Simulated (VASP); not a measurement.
InSb, 2 atoms in the cell. The structure is cubic, space group F-43m (No. 216). Conventional cell: a = 6.450 Å, b = 6.450 Å, c = 6.450 Å, α = 90.00°, β = 90.00°, γ = 90.00°. Within 3.7 Å of In (site symmetry -43m) lie 4 Sb at 2.79 Å. Within 3.7 Å of Sb (site symmetry -43m) lie 4 In at 2.79 Å. 

- Program: VASP 6.6.1
- Task: relaxation of cell and atoms
- Functional: LDA
- Potentials or basis: VASP PAW LDA potentials, release 64 (In_d, Sb)
- Cutoff: 600 eV
- k mesh: 16 × 16 × 16
- Occupations: gaussian, width 0.1 eV
- Spin: no spin polarisation
- Dipole correction: no
- Further INCAR settings: ALGO = Normal; EDIFF = 1e-06; IBRION = 2; EDIFFG = -0.002; NSW = 100; ISIF = 3

Potentials or basis: VASP PAW LDA potentials, release 64 (In_d, Sb).

Launch:

```sh
$ cat potpaw_LDA.64/In_d/POTCAR potpaw_LDA.64/Sb/POTCAR > POTCAR
$ mpirun -np 1 vasp_std > vasp.out
```

Hardware: 1 thread of AMD EPYC 9R45 96-Core Processor (Zen 5), on a shared host.

Q: How long does it take, and how much memory?

A: It took 2.2 min on 1 thread of AMD EPYC 9R45 96-Core Processor (Zen 5) (shared host), peak memory 0.29 GiB. Counts: scf iterations 22, k points 145, ion steps 3.
